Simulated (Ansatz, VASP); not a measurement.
## Two plane-wave programs on C

```
C
1.0
    -2.97622    2.97622    1.91798
     2.97622   -2.97622    1.91798
     2.97622    2.97622   -1.91798
C
8
Cartesian
  -0.6760 4.4643 0.4795
  0.6760 1.4881 0.4795
  1.4881 2.3002 1.4385
  -1.4881 3.6522 1.4385
  0.6760 4.4643 0.4795
  -0.6760 1.4881 0.4795
  1.4881 3.6522 1.4385
  -1.4881 2.3002 1.4385
```

Alike in both runs: task relaxation of cell and atoms; functional PBE; k mesh 8 × 8 × 8; occupations gaussian, width 0.02 eV; no spin polarisation.

|  | VASP | Ansatz |
| --- | --- | --- |
| version | VASP 6.6.1 | Ansatz 0.2.0 |
| potentials or method | VASP PAW PBE potentials, release 64 (C), cutoff 600 eV | scalar-relativistic, plane waves, PAW |
| valence electrons in the cell | 32 | 32 |

```csv
,VASP,Ansatz,Ansatz less VASP
"gap on the k mesh at the Fermi level, each at its own relaxed structure (eV)",2.39,2.39,+0.007
relaxed volume (Å³/atom),8.49,8.49,+0.003
relaxed cell length with the largest relative difference (Å),4.624,4.625,+0.0010
```
